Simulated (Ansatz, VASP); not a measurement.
## LaSc in VASP and in Ansatz

```
La Sc
1.0
     3.78335    0.00000    0.00000
     0.00000    3.78335    0.00000
     0.00000    0.00000    3.78335
La Sc
1 1
Direct
  0.00000 0.00000 0.00000
  0.50000 0.50000 0.50000
```

Alike in both runs: task single point; functional PBE; k mesh 14 × 14 × 14; occupations gaussian, width 0.1 eV; no spin polarisation.

```csv
,VASP,Ansatz
version,VASP 6.6.1,Ansatz 0.2.0
potentials or method,"VASP PAW PBE potentials, release 64 (La, Sc_sv), cutoff 520 eV","scalar-relativistic, plane waves, PAW"
valence electrons in the cell,22,22
```

VASP gave:

```
gap on the k mesh at the Fermi level (eV) : none
pressure (GPa)                            : 5.7
```

**Question.** Which values does Ansatz return?

**Answer.** gap on the k mesh at the Fermi level (eV): none; pressure (GPa): 5.6.

A gap of «none» marks a metal or a gap that the smearing closes. The functional is the same, so the differences come from potentials, cutoffs and numerics.

Neither program's run includes spin-orbit coupling.
